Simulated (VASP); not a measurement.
# Ti8Al24O (a cell with a defect) in VASP: single point with PBE

Aim: the single point of Ti8Al24O (a cell with a defect) with PBE.

All numbers are computed with VASP 6.6.1; they aren't measurements. Logs are shortened: lines on timing, memory, paths and dates and some standing lists are left out, and cuts for length are marked.

## 1. The cell of the first run

The cell holds a defect, 33 atoms: a = 7.690 Å, b = 7.690 Å, c = 8.624 Å, α = 90.00°, β = 90.00°, γ = 90.00°.

## 2. Single point, PBE

Contents of INCAR:

```
PREC = Accurate
ENCUT = 520
EDIFF = 1E-6
ISMEAR = 1
SIGMA = 0.1
LREAL = Auto
LASPH = True
NELM = 100
ALGO = Normal
ISIF = 2
LWAVE = False
LCHARG = False
GGA = PE
NBANDS = 109
```

Contents of KPOINTS:

```
Automatic mesh
0
Gamma
  2 2 2
```

Contents of POSCAR:

```
Ti8Al24O
1.0
    7.6895028900      0.0000000000      0.0000000000
    0.0000000000      7.6895028900      0.0000000000
    0.0000000000      0.0000000000      8.6237151300
Ti Al O
8 24 1
Direct
   -0.0001811561     -0.0046429529     -0.0003649239
    0.2475067670      0.2500335883      0.5016246403
   -0.0001827166      0.5046696848     -0.0003663154
    0.2499226579      0.7500284586      0.4958134557
    0.4998029203      0.0169594838      0.0000572839
    0.7521111680      0.2500311174      0.5016158274
    0.4998072119      0.4830564541      0.0000320048
    0.7497063311      0.7500279384      0.4958034832
   -0.0001923401     -0.0002498211      0.4983540081
    0.2426909810      0.2500140812     -0.0008468508
   -0.0001905195      0.2500272160      0.2524015424
    0.2501047243      0.0002816827      0.7485387565
   -0.0001919500      0.2500153817      0.7485626441
    0.2460393119      0.0049059088      0.2534560763
   -0.0001926002      0.5003047733      0.4983607338
    0.2528162129      0.7500077811     -0.0149052929
   -0.0001678912      0.7500083013      0.2470945489
    0.2501031637      0.4997707986      0.7485338862
   -0.0002009233      0.7500120726      0.7422415865
    0.2460384016      0.4951608777      0.2534348557
    0.4998138443      0.0052796651      0.4994708122
    0.7569277342      0.2500135610     -0.0008489381
    0.4998100729      0.2500382700      0.2515942337
    0.7495138610      0.0002994992      0.7485215945
    0.4998057813      0.2499976952      0.7485178838
    0.7535712104      0.0049109807      0.2534485389
    0.4998126738      0.4947853007      0.4994465767
    0.7468556917      0.7500089515     -0.0149265135
    0.4998043508      0.7500483559      0.2784457700
    0.7495143812      0.4997477802      0.7485117380
    0.4998301002      0.7500384723      0.7331623210
    0.7535747217      0.4951560659      0.2534316089
    0.4998987652      0.7500034895      0.0644273369
```

Potentials or basis: VASP PAW PBE potentials, release 64 (Ti_sv, Al, O).

Started as:

```bash
> cat potpaw_PBE.64/Ti_sv/POTCAR potpaw_PBE.64/Al/POTCAR potpaw_PBE.64/O/POTCAR > POTCAR
> mpirun -np 1 vasp_std > vasp.out
```

OUTCAR:

```text
PREC = Accurate
   ENCUT = 520
   EDIFF = 1E-6
   ISMEAR = 1
   LREAL = Auto
   LASPH = True
   NELM = 100
   ISIF = 2
   GGA = PE

 ion  position               nearest neighbor table
   1  1.000  0.995  1.000-  10 2.71  22 2.71  28 2.71  16 2.71  17 2.85  14 2.90  26 2.90  12 2.90
                            24 2.90  19 2.91  13 2.92  11 2.93
   2  0.248  0.250  0.502-  27 2.70  21 2.70  15 2.71   9 2.71  14 2.85  20 2.85  13 2.86  18 2.87
                            12 2.87  11 2.87  25 2.88  23 2.90
   3  1.000  0.505  1.000-  10 2.71  22 2.71  28 2.71  16 2.71  17 2.85  20 2.89  32 2.89  18 2.90
                            30 2.90  19 2.91  13 2.92  11 2.93
   4  0.250  0.750  0.496-  29 2.68   9 2.72  15 2.72  27 2.75  21 2.75  31 2.81  14 2.87  20 2.87
                            19 2.87  17 2.88  18 2.91  12 2.91
   5  0.500  0.017  0.000-  33 2.13  10 2.67  22 2.67  16 2.80  28 2.80  25 2.81  23 2.81  12 2.90
                            24 2.90  26 2.93  14 2.93  31 3.08
   6  0.752  0.250  0.502-  21 2.70  27 2.70  15 2.71   9 2.71  26 2.85  32 2.85  13 2.86  30 2.87
                            24 2.87  11 2.87  25 2.88  23 2.90
   7  0.500  0.483  0.000-  33 2.13  10 2.67  22 2.67  16 2.80  28 2.80  25 2.81  23 2.81  18 2.90
                            30 2.90  32 2.93  20 2.93  31 3.08
   8  0.750  0.750  0.496-  29 2.68   9 2.72  15 2.72  27 2.75  21 2.75  31 2.81  26 2.87  32 2.87
                            19 2.87  17 2.88  30 2.91  24 2.91
   9  1.000  1.000  0.498-   6 2.71   2 2.71   8 2.72   4 2.72  14 2.84  26 2.84  19 2.85  11 2.86
                            24 2.89  13 2.89  12 2.89  17 2.90
  10  0.243  0.250  0.999-   7 2.67   5 2.67   1 2.71   3 2.71  13 2.86  11 2.87  12 2.89  14 2.89
                            18 2.89  20 2.89  25 2.93  23 2.94
  11  1.000  0.250  0.252-  14 2.67  26 2.67  20 2.67  32 2.67   9 2.86  15 2.86   6 2.87   2 2.87
                            10 2.87  22 2.87   3 2.93   1 2.93
  12  0.250  0.000  0.749-  25 2.72  13 2.72  31 2.72  19 2.72  16 2.80   2 2.87  21 2.88   9 2.89
                            10 2.89   1 2.90   5 2.90   4 2.91
  13  1.000  0.250  0.749-  24 2.72  30 2.72  12 2.72  18 2.72  22 2.86  10 2.86   2 2.86   6 2.86
                             9 2.89  15 2.89   3 2.92   1 2.92
  14  0.246  0.005  0.253-  11 2.67  23 2.71  17 2.73  29 2.77   9 2.84   2 2.85   4 2.87  21 2.88
                            10 2.89   1 2.90   5 2.93  16 3.03
  15  1.000  0.500  0.498-   6 2.71   2 2.71   8 2.72   4 2.72  20 2.84  32 2.84  19 2.85  11 2.86
                            30 2.89  18 2.89  13 2.89  17 2.90
  16  0.253  0.750  0.985-  33 2.02   3 2.71   1 2.71   5 2.80   7 2.80  18 2.80  12 2.80  19 2.86
                            31 2.89  17 2.98  20 3.03  14 3.03  29 3.16
  17  1.000  0.750  0.247-  20 2.73  14 2.73  32 2.73  26 2.73   3 2.85   1 2.85   4 2.88   8 2.88
                            15 2.90   9 2.90  16 2.98  28 2.98
  18  0.250  0.500  0.749-  25 2.72  13 2.72  31 2.72  19 2.72  16 2.80   2 2.87  27 2.88  15 2.89
                            10 2.89   3 2.90   7 2.90   4 2.91
  19  1.000  0.750  0.742-  18 2.72  30 2.72  24 2.72  12 2.72  15 2.85   9 2.85  28 2.86  16 2.86
                             8 2.87   4 2.87   3 2.91   1 2.91
  20  0.246  0.495  0.253-  11 2.67  23 2.71  17 2.73  29 2.77  15 2.84   2 2.85   4 2.87  27 2.88
                            10 2.89   3 2.89   7 2.93  16 3.03
  21  0.500  0.005  0.499-   6 2.70   2 2.70  29 2.74   4 2.75   8 2.75  31 2.81  23 2.85  25 2.86
                            24 2.88  12 2.88  26 2.88  14 2.88
  22  0.757  0.250  0.999-   7 2.67   5 2.67   3 2.71   1 2.71  13 2.86  11 2.87  24 2.89  26 2.89
                            32 2.89  30 2.89  25 2.93  23 2.94
  23  0.500  0.250  0.252-  32 2.71  26 2.71  20 2.71  14 2.71   7 2.81   5 2.81  27 2.85  21 2.85
                             6 2.90   2 2.90  10 2.94  22 2.94
  24  0.750  0.000  0.749-  25 2.72  13 2.72  31 2.72  19 2.72  28 2.80   6 2.87  21 2.88   9 2.89
                            22 2.89   1 2.90   5 2.90   8 2.91
  25  0.500  0.250  0.749-  24 2.72  12 2.72  30 2.72  18 2.72   7 2.81   5 2.81  21 2.86  27 2.86
                             2 2.88   6 2.88  10 2.93  22 2.93
  26  0.754  0.005  0.253-  11 2.67  23 2.71  17 2.73  29 2.77   9 2.84   6 2.85   8 2.87  21 2.88
                            22 2.89   1 2.90   5 2.93  28 3.03
  27  0.500  0.495  0.499-   6 2.70   2 2.70  29 2.74   4 2.75   8 2.75  31 2.81  23 2.85  25 2.86
                            30 2.88  18 2.88  32 2.88  20 2.88
  28  0.747  0.750  0.985-  33 2.02   3 2.71   1 2.71   7 2.80   5 2.80  30 2.80  24 2.80  19 2.86
                            31 2.89  17 2.98  32 3.03  26 3.03  29 3.16
  29  0.500  0.750  0.278-  33 1.85   4 2.68   8 2.68  21 2.74  27 2.74  14 2.77  26 2.77  20 2.77
                            32 2.77  16 3.16  28 3.16
  30  0.750  0.500  0.749-  25 2.72  13 2.72  31 2.72  19 2.72  28 2.80   6 2.87  27 2.88  15 2.89
                            22 2.89   3 2.90   7 2.90   8 2.91
  31  0.500  0.750  0.733-  24 2.72  12 2.72  30 2.72  18 2.72   8 2.81   4 2.81  21 2.81  27 2.81
                            28 2.89  16 2.89   5 3.08   7 3.08
  32  0.754  0.495  0.253-  11 2.67  23 2.71  17 2.73  29 2.77  15 2.84   6 2.85   8 2.87  27 2.88
                            22 2.89   3 2.89   7 2.93  28 3.03
  33  0.500  0.750  0.064-  29 1.85  28 2.02  16 2.02   7 2.13   5 2.13

  LATTYP: Found a simple tetragonal cell.
 ALAT       =     7.6895028900
 C/A-ratio  =     1.1214918901

  Lattice vectors:

 A1 = (   7.6895028900,   0.0000000000,   0.0000000000)
[... 149 lines left out ...]
  0.500000  0.000000  0.000000      1.000000
  0.000000  0.500000  0.000000      1.000000
  0.500000  0.500000  0.000000      1.000000
  0.000000  0.000000  0.500000      1.000000
  0.500000  0.000000  0.500000      1.000000
  0.000000  0.500000  0.500000      1.000000
  0.500000  0.500000  0.500000      1.000000
   k-points           NKPTS =      8   k-points in BZ     NKDIM =      8   number of bands    NBANDS=    109
   number of dos      NEDOS =    301   number of ions     NIONS =     33
   total plane-waves  NPLWV = 230400
   dimension x,y,z NGX =    60 NGY =   60 NGZ =   64
   dimension x,y,z NGXF=   120 NGYF=  120 NGZF=  128
   ions per type =               8  24   1
   NGX,Y,Z   is equivalent  to a cutoff of  12.97, 12.97, 12.34 a.u.
   NGXF,Y,Z  is equivalent  to a cutoff of  25.94, 25.94, 24.68 a.u.
 SYSTEM =  unknown system
   PREC   = accura    normal or accurate (medium, high low for compatibility)
   ISTART =      0    job   : 0-new  1-cont  2-samecut
   ICHARG =      2    charge: 1-file 2-atom 10-const
   ISPIN  =      1    spin polarized calculation?
   LNONCOLLINEAR =      F non collinear calculations
   LSORBIT =      F    spin-orbit coupling
   LASPH  =      T    aspherical Exc in radial PAW
   ENCUT  =  520.0 eV  38.22 Ry    6.18 a.u.  14.30 14.30 16.03*2*pi/ulx,y,z
   NELM   =    100;   NELMIN=  2; NELMDL= -5     # of ELM steps
   EDIFF  = 0.1E-05   stopping-criterion for ELM
   LREAL  =      T    real-space projection
   EDIFFG = 0.1E-04   stopping-criterion for IOM
   NSW    =      0    number of steps for IOM
   IBRION =     -1    ionic relax: 0-MD 1-quasi-New 2-CG
   NFREE  =      0    steps in history (QN), initial steepest desc. (CG)
   ISIF   =      2    stress and relaxation
   ISYM   =      2    0-nonsym 1-usesym 2-fastsym
   POTIM  = 0.5000    time-step for ionic-motion
   TEBEG  =    0.0;   TEEND  =   0.0 temperature during run
   PSTRESS=    0.0 pullay stress
   NELECT =     174.0000    total number of electrons
   NUPDOWN=      -1.0000    fix difference up-down
   EMIN   =  10.00;   EMAX   =-10.00  energy-range for DOS
   EFERMI =   0.00;   METHOD = LEGACY
   ISMEAR =     1;   SIGMA  =   0.10  broadening in eV -4-tet -1-fermi 0-gaus
   EFERMI_NEDOS =   21; number of points for ismear=-14 and -15
   IALGO  =     38    algorithm
   IMIX   =      4    mixing-type and parameters
     AMIX     =   0.40;   BMIX     =  1.00
     AMIX_MAG =   1.60;   BMIX_MAG =  1.00
  volume/ion in A,a.u.               =      15.45       104.27
  Fermi-wavevector in a.u.,A,eV,Ry     =   1.144004  2.161854 17.806564  1.308746
  Thomas-Fermi vector in A             =   2.280698
   LORBIT       =      0    0 simple, 1 ext, 2 COOP (PROOUT), +10 PAW based schemes
   GGA     = PE    functional components
   LHFCALC =     F    Hartree Fock is set to
   AEXX    =    0.0000 exact exchange contribution
   IVDW    =     0    specifies the selected vdW correction
   LEPSILON=     F    determine dielectric tensor
   LRPA    =     F    only Hartree local field effects (RPA)
 non-spin polarized calculation
 Methfessel and Paxton  Order N= 1 SIGMA  =   0.10
  energy-cutoff  :      520.00
  volume of cell :      509.91
 maximum number of plane-waves:     13800
 NGX is ok and might be reduce to    60
   NGX = 29   NGY = 29   NGZ = 33

 number of electron     174.0000032 magnetization

 Free energy of the ion-electron system (eV)
  ---------------------------------------------------
  ext. energy  EPLUGINS =         0.00000000
  ---------------------------------------------------
  free energy    TOTEN  =      -172.31471572 eV

  energy without entropy =     -172.31786959  energy(sigma->0) =     -172.31576701

 E-fermi :   8.4559     XC(G=0): -10.7848

 val. band max:        8.3970979002   @ k =   0.5000   0.0000   0.0000
 cond. band min:       8.4583025594   @ k =   0.5000   0.0000   0.5000
 fundamental gap:      0.0612046592
 Fermi energy:         8.4558952480

 k-point     1 :       0.0000    0.0000    0.0000
  band No.  band energies     occupation
      1     -48.3630      2.00000
      2     -48.3610      2.00000
      3     -48.1467      2.00000
      4     -48.1455      2.00000
      5     -48.1052      2.00000
      6     -48.1041      2.00000
[... 805 lines left out ...]
     98       9.9402     -0.00000
     99       9.9642     -0.00000
 [bands above 99 left out]

------------------------ aborting loop because EDIFF is reached ----------------------------------------

  FORCE on cell =-STRESS in cart. coord.  units (eV):
  Direction    XX          YY          ZZ          XY          YZ          ZX
  --------------------------------------------------------------------------------------
  -------------------------------------------------------------------------------------
  Total        1.3402001      5.3187187      9.4704931     -0.0003687     -0.0008335      0.0171900
  in kB        4.2110393     16.7119324     29.7572123     -0.0011585     -0.0026190      0.0540126
  external PRESSURE =      16.8933947 kB  Pullay stress =       0.0000000 kB

 VOLUME and BASIS-vectors are now :
 -----------------------------------------------------------------------------
  energy-cutoff  :      520.00
  volume of cell :      509.91
      direct lattice vectors                 reciprocal lattice vectors
     7.689502890  0.000000000  0.000000000     0.130047418  0.000000000  0.000000000
     0.000000000  7.689502890  0.000000000     0.000000000  0.130047418  0.000000000
     0.000000000  0.000000000  8.623715130     0.000000000  0.000000000  0.115959303

 POSITION                                       TOTAL-FORCE (eV/Angst)
 -----------------------------------------------------------------------------------
      7.68811      7.65380      8.62057        -0.000894      0.008331      0.000475
      1.90320      1.92263      4.32587        -0.001105     -0.001719     -0.006800
      7.68810      3.88066      8.62056        -0.000798     -0.008542      0.000343
      1.92178      5.76735      4.27575         0.001363     -0.001191      0.000041
      3.84324      0.13041      0.00049         0.003313      0.010487     -0.007965
      5.78336      1.92261      4.32579        -0.001475     -0.000570     -0.005512
[... 25 lines left out ...]
      5.79462      3.80750      2.18552        -0.000972     -0.000746      0.002409
      3.84397      5.76715      0.55560        -0.000900      0.000259      0.004507
 -----------------------------------------------------------------------------------
    total drift:                               -0.004461     -0.004468      0.005650

  FREE ENERGIE OF THE ION-ELECTRON SYSTEM (eV)
  ---------------------------------------------------
  free  energy   TOTEN  =      -172.3147157248 eV

  energy  without entropy=     -172.3178695907  energy(sigma->0) =     -172.31576701
```

Wall time 17 min (1 thread of Intel Xeon Platinum 8259CL at 2.50GHz (Skylake/Cascade Lake), shared host); peak memory 0.66 GiB.

Results:

```
Free energy            : -172.3147 eV
Pressure               : 1.7 GPa
Largest force          : 0.014 eV/Å
Band gap on the k mesh : zero (bands 87 and 88 overlap by 0.71 eV)
```

Forces on the atoms (eV/Å):
```
Ti  -0.001  0.008  0.000
Ti  -0.001 -0.002 -0.007
Ti  -0.001 -0.009  0.000
Ti   0.001 -0.001  0.000
Ti   0.003  0.010 -0.008
Ti  -0.001 -0.001 -0.006
Ti   0.004 -0.009 -0.006
Ti   0.000  0.001 -0.001
Al   0.001  0.000  0.001
Al   0.002  0.000  0.000
Al   0.000  0.001  0.000
Al  -0.001 -0.001 -0.001
Al   0.000  0.000  0.001
Al   0.002  0.000  0.001
Al   0.000  0.001  0.000
Al   0.001  0.000 -0.001
Al  -0.001  0.001  0.007
Al   0.000  0.000 -0.001
Al  -0.002  0.001  0.000
Al   0.002  0.000  0.002
Al  -0.002  0.003  0.000
Al  -0.002  0.000  0.000
Al   0.000  0.000 -0.001
Al   0.001 -0.002 -0.001
Al  -0.001  0.002 -0.002
Al  -0.001  0.000  0.002
Al  -0.002 -0.003  0.001
Al  -0.001  0.000 -0.001
Al   0.001  0.000  0.011
Al   0.001  0.001  0.000
Al  -0.002 -0.001  0.003
Al  -0.001 -0.001  0.002
O   -0.001  0.000  0.005
```

Levels at points of the mesh, in eV from the Fermi level:
```
           k point  band 85  band 86  band 87  band 88  band 89  band 90
(0.00, 0.00, 0.00)    -0.22     0.06     0.07     0.13     0.18     0.57
(0.50, 0.00, 0.00)    -0.50    -0.47    -0.40    -0.08    -0.06     0.62
(0.00, 0.50, 0.00)    -0.59    -0.49    -0.11    -0.09     0.43     0.61
(0.50, 0.50, 0.00)    -0.34    -0.23     0.03     0.10     0.16     0.19
(0.00, 0.00, 0.50)     0.04     0.32     0.33     0.37     0.40     0.63
(0.50, 0.00, 0.50)    -0.37    -0.31    -0.24     0.00     0.07     0.12
(0.00, 0.50, 0.50)    -0.41    -0.35    -0.31     0.04     0.09     0.09
(0.50, 0.50, 0.50)    -0.42    -0.42    -0.39    -0.38    -0.36     0.09
```

Caveat: the k points lie up to 0.41 Å⁻¹ apart, too coarse for converged energies and pressures of a metal.
